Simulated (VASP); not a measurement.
Set up this calculation in VASP 6.6.1, as the native input.

- Task: single point
- Functional: PBE
- Potentials or basis: VASP PAW PBE potentials, release 64 (Ta_pv)
- Cutoff: 520 eV
- k mesh: 16 × 16 × 16
- Occupations: gaussian, width 0.1 eV
- Spin: no spin polarisation
- Dipole correction: no
- Further INCAR settings: ALGO = Fast; EDIFF = 1e-07; NBANDS = 18

The structure of Ta lies in POSCAR:

```
Ta
1.0
    3.3854436378      0.0000000000      0.0000000000
    0.0000000000      3.3854436378      0.0000000000
    0.0000000000      0.0000000000      3.2792336414
Ta
2
Direct
    0.0000000000      0.0000000000      0.0000000000
    0.5000000000      0.5000000000      0.5000000000
```

This cell differs from its parent crystal: biaxial strain in the a-b plane: +2.0 %.

The input as run:

INCAR

```
SYSTEM = Ta
PREC = Accurate ; ENCUT = 520
EDIFF = 1E-7 ; ISMEAR = 0
SIGMA = 0.1 ; LREAL = .False.
LASPH = .True. ; NELM = 60
ALGO = Fast ; ISIF = 2
LWAVE = .False. ; LCHARG = .True.
GGA = PE ; LELF = .True.
LVHAR = .True. ; NBANDS = 18
```

KPOINTS

```
Automatic mesh
0
Gamma
  16 16 16
  0 0 0
```

Potentials or basis: VASP PAW PBE potentials, release 64 (Ta_pv).

Launch:

```bash
$ cat potpaw_PBE.64/Ta_pv/POTCAR > POTCAR
$ mpirun -np 1 vasp_std > vasp.out
```

Results of the run:

| Item | Value |
| --- | --- |
| Pressure | -4.9 GPa |
| Band gap on the k mesh | zero (bands 11 and 12 overlap by 2.59 eV) |

Caveat: the cell differs from its parent crystal (biaxial strain in the a-b plane: +2.0 %); the cell stands under tension; spin-orbit coupling is left out, which moves the levels of the heavy elements.

It took 2.3 min on 1 thread of Intel(R) Xeon(R) 6975P-C (Granite Rapids), with other jobs on the host, peak memory 0.32 GiB.
